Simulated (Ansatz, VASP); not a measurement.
## One calculation of Ti, two programs

```
CELL_PARAMETERS angstrom
0.00000 2.05633 2.05633
2.05633 0.00000 2.05633
2.05633 2.05633 0.00000
ATOMIC_POSITIONS crystal
Ti 0.50000 0.50000 0.50000
```

Alike in both runs: functional PBE; k mesh 24 × 24 × 24; occupations gaussian, width 0.1 eV; no spin polarisation.

Ansatz relaxed the structure, and its values are those at the end. VASP's run is a single point on that final structure, the one shown.

|  | VASP | Ansatz |
| --- | --- | --- |
| version | VASP 6.6.1 | Ansatz 0.2.0 |
| potentials or method | VASP PAW PBE potentials, release 64 (Ti_sv), cutoff 520 eV | scalar-relativistic, plane waves, PAW |
| valence electrons in the cell | 12 | 12 |

VASP gave:

```
gap on the k mesh at the Fermi level (eV) : none
pressure (GPa)                            : -0.3
```

Problem. What did Ansatz give for the same quantities?

Solution. gap on the k mesh at the Fermi level (eV): none; pressure (GPa): 0.0.

A gap of «none» marks a metal or a gap that the smearing closes. With one functional, cell and mesh, what is left measures potentials, basis and numerics.
